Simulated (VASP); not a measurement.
# AgCl6 (Pm-3m) in VASP: single point with PBE

Aim: the single point of AgCl6 with PBE.

Everything below comes from runs of VASP 6.6.1. Logs are shortened: lines on timing, memory, paths and dates and some standing lists are left out, and cuts for length are marked.

### Step 1. The cell of the first run

Symmetry: Pm-3m, No. 221, cubic system. The conventional cell has a = 7.246 Å, b = 7.246 Å, c = 7.246 Å, α = 90.00°, β = 90.00°, γ = 90.00°. Within 2.7 Å of Cl (site symmetry 4mm) lie 1 Cl at 2.06 Å.

The cell was generated, and may not be a known phase.

### Step 2. Single point, PBE

Input file INCAR:

```
SYSTEM = AgCl6
PREC = Accurate ; ENCUT = 630
EDIFF = 1E-6 ; ISMEAR = 0
SIGMA = 0.1 ; LREAL = .FALSE.
LASPH = .TRUE. ; NELM = 120
ALGO = Normal ; ISIF = 2
LWAVE = .FALSE. ; LCHARG = .FALSE.
GGA = PE ; NBANDS = 40
GGA_COMPAT = .FALSE.
```

Input file KPOINTS:

```
Automatic mesh
0
G
  4 4 4
  0 0 0
```

Input file POSCAR:

```
AgCl6
1.0
    7.2457480229      0.0000000000      0.0000000000
    0.0000000000      7.2457480229      0.0000000000
    0.0000000000      0.0000000000      7.2457480229
Ag Cl
1 6
Direct
    0.0000000000      0.0000000000      0.0000000000
    0.1418436307      0.5000000000      0.5000000000
    0.5000000000      0.1418436307      0.5000000000
    0.8581563693      0.5000000000      0.5000000000
    0.5000000000      0.8581563693      0.5000000000
    0.5000000000      0.5000000000      0.1418436307
    0.5000000000      0.5000000000      0.8581563693
```

Potentials or basis: VASP PAW PBE potentials, release 64 (Ag_sv_GW, Cl).

Command:

```console
$ cat potpaw_PBE.64/Ag_sv_GW/POTCAR potpaw_PBE.64/Cl/POTCAR > POTCAR
$ mpirun -np 1 vasp_std > vasp.out
```

OUTCAR:

```text
SYSTEM = AgCl6
   PREC = Accurate
   ENCUT = 630
   EDIFF = 1E-6
   ISMEAR = 0
   LREAL = .FALSE.
   LASPH = .TRUE.
   NELM = 120
   ISIF = 2
   GGA = PE

 ion  position               nearest neighbor table
   1  0.000  0.000  0.000-
   2  0.142  0.500  0.500-   4 2.06
   3  0.500  0.142  0.500-   5 2.06
   4  0.858  0.500  0.500-   2 2.06
   5  0.500  0.858  0.500-   3 2.06
   6  0.500  0.500  0.142-   7 2.06
   7  0.500  0.500  0.858-   6 2.06

  LATTYP: Found a simple cubic cell.
 ALAT       =     7.2457480229

  Lattice vectors:

 A1 = (   7.2457480229,   0.0000000000,   0.0000000000)
 A2 = (   0.0000000000,   7.2457480229,   0.0000000000)
 A3 = (   0.0000000000,   0.0000000000,   7.2457480229)

Analysis of symmetry for initial positions (statically):
=====================================================================
 Subroutine PRICEL returns:
 Original cell was already a primitive cell.

 Routine SETGRP: Setting up the symmetry group for a
 simple cubic supercell.

 Subroutine GETGRP returns: Found 48 space group operations
 (whereof 48 operations were pure point group operations)
 out of a pool of 48 trial point group operations.

The static configuration has the point symmetry O_h .

Analysis of symmetry for dynamics (positions and initial velocities):
=====================================================================
 Subroutine PRICEL returns:
 Original cell was already a primitive cell.

 Routine SETGRP: Setting up the symmetry group for a
 simple cubic supercell.

 Subroutine GETGRP returns: Found 48 space group operations
 (whereof 48 operations were pure point group operations)
 out of a pool of 48 trial point group operations.

The dynamic configuration has the point symmetry O_h .

 Subroutine INISYM returns: Found 48 space group operations
 (whereof 48 operations are pure point group operations),
 and found     1 'primitive' translations

----------------------------------------------------------------------------------------

                                     Primitive cell

  volume of cell :     380.4080

  direct lattice vectors                    reciprocal lattice vectors
     7.245748023  0.000000000  0.000000000     0.138011976  0.000000000  0.000000000
     0.000000000  7.245748023  0.000000000     0.000000000  0.138011976  0.000000000
     0.000000000  0.000000000  7.245748023     0.000000000  0.000000000  0.138011976

  length of vectors
     7.245748023  7.245748023  7.245748023     0.138011976  0.138011976  0.138011976

  position of ions in fractional coordinates (direct lattice)
     0.000000000  0.000000000  0.000000000
     0.141843631  0.500000000  0.500000000
     0.500000000  0.141843631  0.500000000
     0.858156369  0.500000000  0.500000000
     0.500000000  0.858156369  0.500000000
     0.500000000  0.500000000  0.141843631
     0.500000000  0.500000000  0.858156369

  ion indices of the primitive-cell ions
   primitive index   ion index
                 1           1
                 2           2
                 3           3
                 4           4
                 5           5
                 6           6
                 7           7

----------------------------------------------------------------------------------------

 KPOINTS: Automatic mesh

Automatic generation of k-mesh.
 Grid dimensions read from file:
 generate k-points for:    4    4    4

 Generating k-lattice:

  Cartesian coordinates                     Fractional coordinates (reciprocal lattice)
     0.034502994  0.000000000  0.000000000     0.250000000  0.000000000  0.000000000
     0.000000000  0.034502994  0.000000000     0.000000000  0.250000000  0.000000000
     0.000000000  0.000000000  0.034502994     0.000000000  0.000000000  0.250000000

  Length of vectors
     0.034502994  0.034502994  0.034502994

  Shift w.r.t. Gamma in fractional coordinates (k-lattice)
     0.000000000  0.000000000  0.000000000

 Subroutine IBZKPT returns following result:
 ===========================================

 Found     10 irreducible k-points:

 Following reciprocal coordinates:
            Coordinates               Weight
  0.000000  0.000000  0.000000      1.000000
  0.250000  0.000000  0.000000      6.000000
  0.500000  0.000000  0.000000      3.000000
  0.250000  0.250000  0.000000     12.000000
  0.500000  0.250000  0.000000     12.000000
  0.500000  0.500000  0.000000      3.000000
  0.250000  0.250000  0.250000      8.000000
  0.500000  0.250000  0.250000     12.000000
  0.500000  0.500000  0.250000      6.000000
  0.500000  0.500000  0.500000      1.000000
   k-points           NKPTS =     10   k-points in BZ     NKDIM =     10   number of bands    NBANDS=     40
   number of dos      NEDOS =    301   number of ions     NIONS =      7
   total plane-waves  NPLWV = 216000
   dimension x,y,z NGX =    60 NGY =   60 NGZ =   60
   dimension x,y,z NGXF=   120 NGYF=  120 NGZF=  120
   ions per type =               1   6
   NGX,Y,Z   is equivalent  to a cutoff of  13.77, 13.77, 13.77 a.u.
   NGXF,Y,Z  is equivalent  to a cutoff of  27.53, 27.53, 27.53 a.u.
 SYSTEM =  AgCl6
   PREC   = accura    normal or accurate (medium, high low for compatibility)
   ISTART =      0    job   : 0-new  1-cont  2-samecut
   ICHARG =      2    charge: 1-file 2-atom 10-const
   ISPIN  =      1    spin polarized calculation?
   LNONCOLLINEAR =      F non collinear calculations
   LSORBIT =      F    spin-orbit coupling
   LASPH  =      T    aspherical Exc in radial PAW
   ENCUT  =  630.0 eV  46.30 Ry    6.80 a.u.  14.83 14.83 14.83*2*pi/ulx,y,z
   NELM   =    120;   NELMIN=  2; NELMDL= -5     # of ELM steps
   EDIFF  = 0.1E-05   stopping-criterion for ELM
   LREAL  =      F    real-space projection
   EDIFFG = 0.1E-04   stopping-criterion for IOM
   NSW    =      0    number of steps for IOM
   IBRION =     -1    ionic relax: 0-MD 1-quasi-New 2-CG
   NFREE  =      0    steps in history (QN), initial steepest desc. (CG)
   ISIF   =      2    stress and relaxation
   ISYM   =      2    0-nonsym 1-usesym 2-fastsym
   POTIM  = 0.5000    time-step for ionic-motion
   TEBEG  =    0.0;   TEEND  =   0.0 temperature during run
   PSTRESS=    0.0 pullay stress
   NELECT =      61.0000    total number of electrons
   NUPDOWN=      -1.0000    fix difference up-down
   EMIN   =  10.00;   EMAX   =-10.00  energy-range for DOS
   EFERMI =   0.00;   METHOD = LEGACY
   ISMEAR =     0;   SIGMA  =   0.10  broadening in eV -4-tet -1-fermi 0-gaus
   EFERMI_NEDOS =   21; number of points for ismear=-14 and -15
   IALGO  =     38    algorithm
   IMIX   =      4    mixing-type and parameters
     AMIX     =   0.40;   BMIX     =  1.00
     AMIX_MAG =   1.60;   BMIX_MAG =  1.00
  volume/ion in A,a.u.               =      54.34       366.73
  Fermi-wavevector in a.u.,A,eV,Ry     =   0.889409  1.680739 10.762868  0.791048
  Thomas-Fermi vector in A             =   2.010966
   LORBIT       =      0    0 simple, 1 ext, 2 COOP (PROOUT), +10 PAW based schemes
   GGA     = PE    functional components
   LHFCALC =     F    Hartree Fock is set to
   AEXX    =    0.0000 exact exchange contribution
   IVDW    =     0    specifies the selected vdW correction
   LEPSILON=     F    determine dielectric tensor
   LRPA    =     F    only Hartree local field effects (RPA)
 non-spin polarized calculation
 Gauss-broadening in eV      SIGMA  =   0.10
  energy-cutoff  :      630.00
  volume of cell :      380.41
 maximum number of plane-waves:     13704
 NGX is ok and might be reduce to    60
   NGX = 29   NGY = 29   NGZ = 29

 number of electron      61.0000011 magnetization

 Free energy of the ion-electron system (eV)
  ---------------------------------------------------
  ext. energy  EPLUGINS =         0.00000000
  ---------------------------------------------------
  free energy    TOTEN  =        -8.98939713 eV

  energy without entropy =       -8.93203658  energy(sigma->0) =       -8.96071686

 E-fermi :  -1.6259     XC(G=0):  -5.4050

 val. band max:       -1.6457071980   @ k =   0.2500   0.0000   0.0000
 cond. band min:      -1.6130750454   @ k =   0.2500   0.2500   0.0000
 fundamental gap:      0.0326321526
 Fermi energy:        -1.6259332076

 k-point     1 :       0.0000    0.0000    0.0000
  band No.  band energies     occupation
      1     -92.6427      2.00000
      2     -56.1704      2.00000
      3     -56.1704      2.00000
      4     -56.1704      2.00000
      5     -19.3200      2.00000
      6     -19.2140      2.00000
[... 32 lines left out ...]
     39       4.0109      0.00000
     40       4.0109      0.00000

 k-point     2 :       0.2500    0.0000    0.0000
  band No.  band energies     occupation
      1     -92.6427      2.00000
      2     -56.1704      2.00000
      3     -56.1704      2.00000
      4     -56.1704      2.00000
      5     -19.3069      2.00000
      6     -19.2274      2.00000
[... 32 lines left out ...]
     39       4.2734      0.00000
     40       4.7883      0.00000

 k-point     3 :       0.5000    0.0000    0.0000
  band No.  band energies     occupation
      1     -92.6427      2.00000
      2     -56.1704      2.00000
      3     -56.1704      2.00000
      4     -56.1704      2.00000
      5     -19.2860      2.00000
      6     -19.2486      2.00000
[... 32 lines left out ...]
     39       4.7700      0.00000
     40       5.6863      0.00000

 k-point     4 :       0.2500    0.2500    0.0000
  band No.  band energies     occupation
      1     -92.6427      2.00000
      2     -56.1704      2.00000
      3     -56.1704      2.00000
      4     -56.1704      2.00000
      5     -19.2951      2.00000
      6     -19.2315      2.00000
[... 32 lines left out ...]
     39       4.6725      0.00000
     40       4.9811      0.00000

 k-point     5 :       0.5000    0.2500    0.0000
  band No.  band energies     occupation
      1     -92.6427      2.00000
      2     -56.1704      2.00000
      3     -56.1704      2.00000
      4     -56.1704      2.00000
      5     -19.2753      2.00000
      6     -19.2486      2.00000
[... 32 lines left out ...]
     39       4.6780      0.00000
     40       5.2233      0.00000

 k-point     6 :       0.5000    0.5000    0.0000
  band No.  band energies     occupation
      1     -92.6427      2.00000
      2     -56.1704      2.00000
      3     -56.1704      2.00000
      4     -56.1704      2.00000
      5     -19.2507      2.00000
      6     -19.2486      2.00000
[... 32 lines left out ...]
     39       5.1071      0.00000
     40       5.8105      0.00000

 k-point     7 :       0.2500    0.2500    0.2500
  band No.  band energies     occupation
      1     -92.6427      2.00000
      2     -56.1704      2.00000
      3     -56.1704      2.00000
      4     -56.1704      2.00000
      5     -19.2850      2.00000
      6     -19.2315      2.00000
[... 32 lines left out ...]
     39       4.9389      0.00000
     40       4.9389      0.00000

 k-point     8 :       0.5000    0.2500    0.2500
  band No.  band energies     occupation
      1     -92.6427      2.00000
      2     -56.1704      2.00000
      3     -56.1704      2.00000
      4     -56.1704      2.00000
      5     -19.2675      2.00000
      6     -19.2486      2.00000
[... 32 lines left out ...]
     39       4.7833      0.00000
     40       4.8159      0.00000

 k-point     9 :       0.5000    0.5000    0.2500
  band No.  band energies     occupation
      1     -92.6427      2.00000
      2     -56.1704      2.00000
      3     -56.1704      2.00000
      4     -56.1704      2.00000
      5     -19.2496      2.00000
      6     -19.2486      2.00000
[... 32 lines left out ...]
     39       4.9486      0.00000
     40       4.9486      0.00000

 k-point    10 :       0.5000    0.5000    0.5000
  band No.  band energies     occupation
      1     -92.6427      2.00000
      2     -56.1704      2.00000
      3     -56.1704      2.00000
      4     -56.1704      2.00000
      5     -19.2486      2.00000
      6     -19.2486      2.00000
[... 32 lines left out ...]
     39       4.4540      0.00000
     40       4.4540      0.00000

------------------------ aborting loop because EDIFF is reached ----------------------------------------

  FORCE on cell =-STRESS in cart. coord.  units (eV):
  Direction    XX          YY          ZZ          XY          YZ          ZX
  --------------------------------------------------------------------------------------
  -------------------------------------------------------------------------------------
  Total       -0.2876620     -0.2876620     -0.2876620      0.0000000      0.0000000     -0.0000000
  in kB       -1.2115556     -1.2115556     -1.2115556      0.0000000      0.0000000     -0.0000000
  external PRESSURE =      -1.2115556 kB  Pullay stress =       0.0000000 kB

 VOLUME and BASIS-vectors are now :
 -----------------------------------------------------------------------------
  energy-cutoff  :      630.00
  volume of cell :      380.41
      direct lattice vectors                 reciprocal lattice vectors
     7.245748023  0.000000000  0.000000000     0.138011976  0.000000000  0.000000000
     0.000000000  7.245748023  0.000000000     0.000000000  0.138011976  0.000000000
     0.000000000  0.000000000  7.245748023     0.000000000  0.000000000  0.138011976

 POSITION                                       TOTAL-FORCE (eV/Angst)
 -----------------------------------------------------------------------------------
      0.00000      0.00000      0.00000        -0.000000      0.000000      0.000000
      1.02776      3.62287      3.62287        -0.157145      0.000000      0.000000
      3.62287      1.02776      3.62287        -0.000000     -0.157145      0.000000
      6.21798      3.62287      3.62287         0.157145      0.000000     -0.000000
      3.62287      6.21798      3.62287         0.000000      0.157145     -0.000000
      3.62287      3.62287      1.02776        -0.000000      0.000000     -0.157145
      3.62287      3.62287      6.21798         0.000000      0.000000      0.157145
 -----------------------------------------------------------------------------------
    total drift:                                0.000000     -0.000000      0.000000

  FREE ENERGIE OF THE ION-ELECTRON SYSTEM (eV)
  ---------------------------------------------------
  free  energy   TOTEN  =        -8.9893971302 eV

  energy  without entropy=       -8.9320365843  energy(sigma->0) =       -8.96071686
```

Run time: 3.3 min. Hardware: 1 thread of Intel Xeon Platinum 8488C (Sapphire Rapids), shared host; peak memory 0.6 GiB.

Results:

```
Free energy            : -8.9894 eV
Pressure               : -0.1 GPa
Largest force          : 0.157 eV/Å
Band gap on the k mesh : zero (an odd number of electrons rules out a gap without spin polarisation)
```

Forces on the atoms (eV/Å):
```
Ag   0.000  0.000  0.000
Cl  -0.157  0.000  0.000
Cl   0.000 -0.157  0.000
Cl   0.157  0.000  0.000
Cl   0.000  0.157  0.000
Cl   0.000  0.000 -0.157
Cl   0.000  0.000  0.157
```

Caveat: an odd number of electrons without spin polarisation forces a metal; a magnetic or distorted state may lie lower.

The gap in the log of VASP goes by the Fermi energy; the results here count the filled bands.